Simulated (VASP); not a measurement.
## CsAg2: single point with PBE

CsAg2:

```
CELL_PARAMETERS angstrom
8.21013 0.00000 0.00000
0.00000 8.21013 0.00000
0.00000 0.00000 8.21013
ATOMIC_POSITIONS crystal
Cs 0.00000 0.00000 0.00000
Cs 0.50000 0.50000 0.50000
Ag 0.25000 0.25000 0.25000
Ag 0.25000 0.75000 0.75000
Ag 0.75000 0.75000 0.25000
Ag 0.75000 0.25000 0.75000
```

```json
{"Program": "VASP 6.6.1", "Task": "single point", "Functional": "PBE", "Potentials or basis": "VASP PAW PBE potentials, release 64 (Cs_sv, Ag)", "Cutoff": "520 eV", "k mesh": "4 × 4 × 4", "Occupations": "gaussian, width 0.1 eV", "Spin": "no spin polarisation", "Dipole correction": "no", "Further INCAR settings": "ALGO = Fast; EDIFF = 1e-06; NBANDS = 40"}
```

| Property | Result |
| --- | --- |
| Pressure | 0.0 GPa |
| Band gap on the k mesh | zero (band 31 reaches -1.49 eV, above the bottom of band 32 at -1.75 eV) |

Levels at points of the mesh, in eV from the Fermi level:
| k point | band 29 | band 30 | band 31 | band 32 | band 33 | band 34 |
| --- | --- | --- | --- | --- | --- | --- |
| (0.00, 0.00, 0.00) | -0.97 | 0.12 | 0.12 | 0.12 | 2.20 | 2.20 |
| (0.50, 0.00, 0.00) | -0.52 | -0.52 | 0.11 | 0.11 | 2.77 | 2.77 |
| (0.50, 0.50, 0.00) | -0.29 | -0.29 | -0.15 | -0.15 | 2.58 | 2.58 |
| (0.50, 0.50, 0.50) | -0.25 | -0.14 | -0.14 | -0.14 | 1.98 | 2.26 |

Wall time 2.7 min on 1 thread of Intel(R) Xeon(R) 6975P-C (Granite Rapids) (shared host), peak memory 0.61 GiB.

Caveat: spin-orbit coupling is left out, which moves the levels of the heavy elements.
